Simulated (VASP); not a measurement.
# TiAl30 (a cell with a defect) in VASP: notebook

TiAl30 (a cell with a defect) is run at these levels: PBE+D3(BJ); tasks: single point.

Everything below comes from runs of VASP 6.6.1. Logs are shortened: lines on timing, memory, paths and dates and some standing lists are left out, and cuts for length are marked.

### 1 The cell of the first run

The cell holds a defect, 31 atoms: a = 8.100 Å, b = 8.100 Å, c = 8.100 Å, α = 90.00°, β = 90.00°, γ = 90.00°.

### 2 Single point, PBE+D3(BJ)

The input, INCAR:

```
PREC = Accurate ; ENCUT = 520
EDIFF = 1E-6 ; ISMEAR = -1
SIGMA = 0.15 ; LREAL = Auto
LASPH = T ; NELM = 80
ALGO = Normal ; ISIF = 2
LWAVE = F ; LCHARG = F
GGA = PE ; IVDW = 12
NBANDS = 72
```

The input, KPOINTS:

```
regular mesh
0
Gamma
  3 3 3
```

The input, POSCAR:

```
TiAl30
1.0
    8.1000000000      0.0000000000      0.0000000000
    0.0000000000      8.1000000000      0.0000000000
    0.0000000000      0.0000000000      8.1000000000
Al Ti
30 1
Direct
    0.4999441975     -0.0101969136      0.0070071605
    0.7495661728      0.2507618519      0.0012322222
    0.7431875309     -0.0105882716      0.2504344444
   -0.0015876543      0.0018661728     -0.0008007407
    0.2528840741      0.2508014815     -0.0077858025
    0.4999729630      0.5117208642      0.0070161728
    0.7515185185      0.7507639506     -0.0014267901
    0.2443985185      0.0211735802      0.2486088889
    0.5077077778      0.2507650617      0.2428129630
    0.7432050617      0.5121264198      0.2504544444
    0.5021481481      0.0215732099      0.5063997531
    0.7586408642      0.2507459259      0.4973679012
    0.7514753086      0.0023907407      0.7522040741
   -0.0015548148      0.4996902469     -0.0007602469
    0.2530285185      0.7507746914      0.0090028395
   -0.0073860494      0.2508090123      0.2491371605
    0.2444737037      0.4804435802      0.2486795062
    0.0028369136     -0.0067332099      0.5013349383
    0.2428477778      0.2507649383      0.5076864198
    0.5021764198      0.4799134568      0.5064330864
    0.7420456790      0.7507564198      0.4978534568
    0.2489418519     -0.0071586420      0.7473272840
    0.5010956790      0.2507413580      0.7582596296
    0.7514896296      0.4991227160      0.7522208642
    0.0167693827      0.7507729630      0.2557641975
    0.0028616049      0.5082618519      0.5013576543
   -0.0004817284      0.2507635802      0.7513202469
    0.2489625926      0.5086879012      0.7473564198
    0.4950266667      0.7507551852      0.7339090123
   -0.0000160494      0.7507653086      0.7501633333
    0.4233353086      0.7508532099      0.3283470370
```

Potentials or basis: VASP PAW PBE potentials, release 64 (Al, Ti_sv).

The run is started by

```sh
> cat potpaw_PBE.64/Al/POTCAR potpaw_PBE.64/Ti_sv/POTCAR > POTCAR
> mpirun -np 1 vasp_std > vasp.out
```

OUTCAR:

```text
PREC = Accurate
   ENCUT = 520
   EDIFF = 1E-6
   ISMEAR = -1
   LREAL = Auto
   LASPH = T
   NELM = 80
   ISIF = 2
   GGA = PE
   IVDW = 12
 IVDW          = 12

 ion  position               nearest neighbor table
   1  0.500  0.990  0.007-  15 2.78   3 2.79   7 2.81   9 2.85   8 2.86  13 2.90   5 2.91  23 2.92
                             2 2.93  22 2.93  29 2.94
   2  0.750  0.251  0.001-   9 2.77  16 2.81  23 2.81  24 2.85  13 2.85   4 2.85  14 2.85  27 2.86
                             6 2.93   1 2.93   3 2.93  10 2.93
   3  0.743  0.989  0.250-  21 2.78   1 2.79   7 2.81   9 2.85  11 2.86   4 2.90  12 2.91  18 2.92
                             2 2.93  16 2.93  25 2.94
   4  0.998  0.002  0.999-  13 2.83   8 2.84  27 2.85   2 2.85   7 2.85  16 2.86  30 2.86  22 2.88
                             5 2.88  15 2.90   3 2.90  25 2.91
   5  0.253  0.251  0.992-  23 2.76   8 2.79  17 2.79  27 2.83  28 2.88  22 2.88  14 2.88   4 2.88
                             9 2.89   6 2.91   1 2.91  16 2.96
   6  0.500  0.512  0.007-  15 2.78  10 2.79   7 2.81   9 2.85  17 2.86  24 2.90   5 2.91  23 2.92
                             2 2.93  28 2.93  29 2.94
   7  0.752  0.751  0.999-   3 2.81  10 2.81   6 2.81   1 2.81  30 2.85   4 2.85  14 2.85  24 2.85
                            13 2.85  29 2.99  25 2.99
   8  0.244  0.021  0.249-  31 2.70  16 2.76   5 2.79  19 2.80   9 2.83  18 2.84   4 2.84   1 2.86
                            25 2.86  15 2.93  11 2.95
   9  0.508  0.251  0.243-   2 2.77  20 2.83  11 2.83   8 2.83  17 2.83   6 2.85   1 2.85   3 2.85
[... 28 lines left out ...]
                             6 2.92  22 2.92  28 2.92  12 2.97
  24  0.751  0.499  0.752-  14 2.83  20 2.84  27 2.84   2 2.85   7 2.85  23 2.86  30 2.86  26 2.88
                            12 2.88  21 2.90   6 2.90  29 2.91
  25  0.017  0.751  0.256-  15 2.77  18 2.80  26 2.80  17 2.86   8 2.86  14 2.91   4 2.91  10 2.94
                             3 2.94  21 2.97   7 2.99
  26  0.003  0.508  0.501-  25 2.80  30 2.81  28 2.82  17 2.84  19 2.85  12 2.87  24 2.88  21 2.88
                            27 2.91  16 2.92  10 2.92
  27  1.000  0.251  0.751-  19 2.79   5 2.83  12 2.84  24 2.84  13 2.84   4 2.85  14 2.85   2 2.86
                            22 2.91  28 2.91  26 2.91  18 2.91
  28  0.249  0.509  0.747-  29 2.80  30 2.81  26 2.82  20 2.84  19 2.85  14 2.88   5 2.88  15 2.89
                            27 2.91  23 2.92   6 2.93
  29  0.495  0.751  0.734-  21 2.77  28 2.80  22 2.80  20 2.87  11 2.87  13 2.91  24 2.91   6 2.94
                             1 2.94  15 2.97   7 2.99
  30  1.000  0.751  0.750-  22 2.81  28 2.81  26 2.81  18 2.81   7 2.85   4 2.86  13 2.86  24 2.86
                            14 2.86  21 2.92  15 2.93
  31  0.423  0.751  0.328-  11 2.70  20 2.70   8 2.70  17 2.70  21 2.92  15 2.93

  LATTYP: Found a simple cubic cell.
 ALAT       =     8.1000000000

  Lattice vectors:

 A1 = (   8.1000000000,   0.0000000000,   0.0000000000)
 A2 = (   0.0000000000,   8.1000000000,   0.0000000000)
 A3 = (   0.0000000000,   0.0000000000,   8.1000000000)

Analysis of symmetry for initial positions (statically):
=====================================================================
 Subroutine PRICEL returns:
 Original cell was already a primitive cell.

 Routine SETGRP: Setting up the symmetry group for a
 simple cubic supercell.

 Subroutine GETGRP returns: Found  1 space group operations
 (whereof  1 operations were pure point group operations)
 out of a pool of 48 trial point group operations.

The static configuration has the point symmetry C_1 .

Analysis of symmetry for dynamics (positions and initial velocities):
=====================================================================
 Subroutine PRICEL returns:
 Original cell was already a primitive cell.

 Routine SETGRP: Setting up the symmetry group for a
 simple cubic supercell.

 Subroutine GETGRP returns: Found  1 space group operations
 (whereof  1 operations were pure point group operations)
 out of a pool of 48 trial point group operations.

The dynamic configuration has the point symmetry C_1 .

 Subroutine INISYM returns: Found  1 space group operations
 (whereof  1 operations are pure point group operations),
 and found     1 'primitive' translations

----------------------------------------------------------------------------------------

                                     Primitive cell

  volume of cell :     531.4410

  direct lattice vectors                    reciprocal lattice vectors
     8.100000000  0.000000000  0.000000000     0.123456790  0.000000000  0.000000000
     0.000000000  8.100000000  0.000000000     0.000000000  0.123456790  0.000000000
     0.000000000  0.000000000  8.100000000     0.000000000  0.000000000  0.123456790

  length of vectors
     8.100000000  8.100000000  8.100000000     0.123456790  0.123456790  0.123456790

  position of ions in fractional coordinates (direct lattice)
     0.499944197  0.989803086  0.007007161
     0.749566173  0.250761852  0.001232222
     0.743187531  0.989411728  0.250434444
     0.998412346  0.001866173  0.999199259
     0.252884074  0.250801481  0.992214197
     0.499972963  0.511720864  0.007016173
[... 23 lines left out ...]
     0.999983951  0.750765309  0.750163333
     0.423335309  0.750853210  0.328347037

  ion indices of the primitive-cell ions
   primitive index   ion index
                 1           1
                 2           2
                 3           3
                 4           4
                 5           5
                 6           6
[... 23 lines left out ...]
                30          30
                31          31

----------------------------------------------------------------------------------------

 KPOINTS: regular mesh

Automatic generation of k-mesh.
 Grid dimensions read from file:
 generate k-points for:    3    3    3

 Generating k-lattice:

  Cartesian coordinates                     Fractional coordinates (reciprocal lattice)
     0.041152263  0.000000000  0.000000000     0.333333333  0.000000000  0.000000000
     0.000000000  0.041152263  0.000000000     0.000000000  0.333333333  0.000000000
     0.000000000  0.000000000  0.041152263     0.000000000  0.000000000  0.333333333

  Length of vectors
     0.041152263  0.041152263  0.041152263

  Shift w.r.t. Gamma in fractional coordinates (k-lattice)
     0.000000000  0.000000000  0.000000000

 Subroutine IBZKPT returns following result:
 ===========================================

 Found     14 irreducible k-points:

 Following reciprocal coordinates:
            Coordinates               Weight
  0.000000  0.000000  0.000000      1.000000
  0.333333  0.000000  0.000000      2.000000
  0.000000  0.333333  0.000000      2.000000
  0.000000  0.000000  0.333333      2.000000
  0.333333  0.333333  0.000000      2.000000
  0.000000  0.333333  0.333333      2.000000
  0.333333  0.000000  0.333333      2.000000
 -0.333333  0.333333  0.000000      2.000000
 -0.333333  0.000000  0.333333      2.000000
  0.000000 -0.333333  0.333333      2.000000
  0.333333  0.333333  0.333333      2.000000
 -0.333333  0.333333  0.333333      2.000000
 -0.333333 -0.333333  0.333333      2.000000
  0.333333 -0.333333  0.333333      2.000000
   k-points           NKPTS =     14   k-points in BZ     NKDIM =     14   number of bands    NBANDS=     72
   number of dos      NEDOS =    301   number of ions     NIONS =     31
   total plane-waves  NPLWV = 216000
   dimension x,y,z NGX =    60 NGY =   60 NGZ =   60
   dimension x,y,z NGXF=   120 NGYF=  120 NGZF=  120
   ions per type =              30   1
   NGX,Y,Z   is equivalent  to a cutoff of  12.31, 12.31, 12.31 a.u.
   NGXF,Y,Z  is equivalent  to a cutoff of  24.63, 24.63, 24.63 a.u.
 SYSTEM =  unknown system
   PREC   = accura    normal or accurate (medium, high low for compatibility)
   ISTART =      0    job   : 0-new  1-cont  2-samecut
   ICHARG =      2    charge: 1-file 2-atom 10-const
   ISPIN  =      1    spin polarized calculation?
   LNONCOLLINEAR =      F non collinear calculations
   LSORBIT =      F    spin-orbit coupling
   LASPH  =      T    aspherical Exc in radial PAW
   ENCUT  =  520.0 eV  38.22 Ry    6.18 a.u.  15.06 15.06 15.06*2*pi/ulx,y,z
   NELM   =     80;   NELMIN=  2; NELMDL= -5     # of ELM steps
   EDIFF  = 0.1E-05   stopping-criterion for ELM
   LREAL  =      T    real-space projection
   EDIFFG = 0.1E-04   stopping-criterion for IOM
   NSW    =      0    number of steps for IOM
   IBRION =     -1    ionic relax: 0-MD 1-quasi-New 2-CG
   NFREE  =      0    steps in history (QN), initial steepest desc. (CG)
   ISIF   =      2    stress and relaxation
   ISYM   =      2    0-nonsym 1-usesym 2-fastsym
   POTIM  = 0.5000    time-step for ionic-motion
   TEBEG  =    0.0;   TEEND  =   0.0 temperature during run
   PSTRESS=    0.0 pullay stress
   NELECT =     102.0000    total number of electrons
   NUPDOWN=      -1.0000    fix difference up-down
   EMIN   =  10.00;   EMAX   =-10.00  energy-range for DOS
   EFERMI =   0.00;   METHOD = LEGACY
   ISMEAR =    -1;   SIGMA  =   0.15  broadening in eV -4-tet -1-fermi 0-gaus
   EFERMI_NEDOS =   21; number of points for ismear=-14 and -15
   IALGO  =     38    algorithm
   IMIX   =      4    mixing-type and parameters
     AMIX     =   0.40;   BMIX     =  1.00
     AMIX_MAG =   1.60;   BMIX_MAG =  1.00
  volume/ion in A,a.u.               =      17.14       115.69
  Fermi-wavevector in a.u.,A,eV,Ry     =   0.944329  1.784523 12.133087  0.891757
  Thomas-Fermi vector in A             =   2.072123
   LORBIT       =      0    0 simple, 1 ext, 2 COOP (PROOUT), +10 PAW based schemes
   GGA     = PE    functional components
   LHFCALC =     F    Hartree Fock is set to
   AEXX    =    0.0000 exact exchange contribution
   IVDW    =    12    specifies the selected vdW correction
   LEPSILON=     F    determine dielectric tensor
   LRPA    =     F    only Hartree local field effects (RPA)
 non-spin polarized calculation
  energy-cutoff  :      520.00
  volume of cell :      531.44
 maximum number of plane-waves:     14358
   NGX = 31   NGY = 31   NGZ = 31

 number of electron     102.0000001 magnetization

 Free energy of the ion-electron system (eV)
  ---------------------------------------------------
  ext. energy  EPLUGINS =         0.00000000
  ---------------------------------------------------
  free energy    TOTEN  =      -120.20225665 eV

  energy without entropy =     -119.21961534  energy(sigma->0) =     -119.71093599

 E-fermi :   7.5293     XC(G=0): -10.0839

 val. band max:        7.5138596762   @ k =   0.0000   0.3333   0.0000
 cond. band min:       7.5781380704   @ k =   0.3333  -0.3333   0.3333
 fundamental gap:      0.0642783942
 Fermi energy:         7.5293420641

 k-point     1 :       0.0000    0.0000    0.0000
  band No.  band energies     occupation
      1     -49.6260      2.00000
      2     -26.0179      2.00000
      3     -25.8559      2.00000
      4     -25.8103      2.00000
      5      -3.2680      2.00000
      6      -1.1911      2.00000
[... 913 lines left out ...]
     62       9.2213      0.00003
     63       9.2767      0.00002
 [bands above 63 left out]

------------------------ aborting loop because EDIFF is reached ----------------------------------------

 Edisp (eV)  -10.26912

 E8    (eV) :    -4.6046

  FORCE on cell =-STRESS in cart. coord.  units (eV):
  Direction    XX          YY          ZZ          XY          YZ          ZX
  --------------------------------------------------------------------------------------
  -------------------------------------------------------------------------------------
  Total     -16.05010   -11.13562   -16.09824     0.00077     0.00410    -1.43956
  in kB     -48.38752   -33.57144   -48.53263     0.00231     0.01235    -4.33995
  external pressure =      -43.50 kB  Pullay stress =        0.00 kB

 VOLUME and BASIS-vectors are now :
 -----------------------------------------------------------------------------
  energy-cutoff  :      520.00
  volume of cell :      531.44
      direct lattice vectors                 reciprocal lattice vectors
     8.100000000  0.000000000  0.000000000     0.123456790  0.000000000  0.000000000
     0.000000000  8.100000000  0.000000000     0.000000000  0.123456790  0.000000000
     0.000000000  0.000000000  8.100000000     0.000000000  0.000000000  0.123456790

 POSITION                                       TOTAL-FORCE (eV/Angst)
 -----------------------------------------------------------------------------------
      4.04955      8.01740      0.05676        -0.029566     -0.018532      0.045294
      6.07149      2.03117      0.00998        -0.027303      0.003300      0.029405
      6.01982      8.01424      2.02852        -0.042036     -0.016770      0.030099
      8.08714      0.01512      8.09351        -0.023379     -0.001141      0.019229
      2.04836      2.03149      8.03693         0.005670     -0.000362      0.025982
      4.04978      4.14494      0.05683        -0.030055      0.018310      0.044095
[... 23 lines left out ...]
      8.09987      6.08120      6.07632         0.016093      0.004132     -0.009436
      3.42902      6.08191      2.65961         0.647357     -0.000575     -0.661000
 -----------------------------------------------------------------------------------
    total drift:                                0.005520      0.021425     -0.005249

  FREE ENERGIE OF THE ION-ELECTRON SYSTEM (eV)
  ---------------------------------------------------
  free  energy   TOTEN  =      -130.4713756052 eV

  energy  without entropy=     -129.4887342930  energy(sigma->0) =     -129.98005495
```

Wall time 9.3 min (1 thread of Intel Xeon Platinum 8488C (Sapphire Rapids), shared host); peak memory 0.66 GiB.

What came out:

* Free energy: -130.4714 eV
* Pressure: -4.3 GPa
* Largest force: 0.925 eV/Å
* Band gap on the k mesh: zero (band 51 reaches 7.73 eV, above the bottom of band 52 at 7.51 eV)
* Dispersion energy per atom: -0.331 eV

Forces in eV/Å, atoms in the order of the input:
```
Al  -0.030 -0.019  0.045
Al  -0.027  0.003  0.029
Al  -0.042 -0.017  0.030
Al  -0.023 -0.001  0.019
Al   0.006  0.000  0.026
Al  -0.030  0.018  0.044
Al  -0.023  0.002  0.027
Al  -0.024 -0.042  0.068
Al  -0.024 -0.004  0.023
Al  -0.041  0.014  0.030
Al  -0.067 -0.045  0.025
Al  -0.029  0.001 -0.004
Al  -0.020 -0.005  0.023
Al  -0.028  0.002  0.018
Al  -0.043  0.000 -0.047
Al   0.001  0.000 -0.014
Al  -0.026  0.038  0.066
Al  -0.043  0.032  0.021
Al  -0.010 -0.004  0.009
Al  -0.068  0.048  0.024
Al   0.046  0.000  0.040
Al  -0.020  0.035  0.049
Al   0.017  0.000 -0.003
Al  -0.020  0.004  0.025
Al   0.030  0.001  0.028
Al  -0.044 -0.031  0.020
Al  -0.034  0.003  0.035
Al  -0.021 -0.035  0.049
Al  -0.028  0.000 -0.035
Al   0.016  0.004 -0.009
Ti   0.647 -0.001 -0.661
```

Stress tensor (GPa, compression positive):
```
-4.84  0.00 -0.43
 0.00 -3.36  0.00
-0.43  0.00 -4.85
```

Levels at points of the mesh, in eV from the Fermi level:
```tsv
k point	band 49	band 50	band 51	band 52	band 53	band 54
(0.00, 0.00, 0.00)	-0.24	0.18	0.20	0.22	0.24	0.35
```

(Continued in part 2 of 3.)
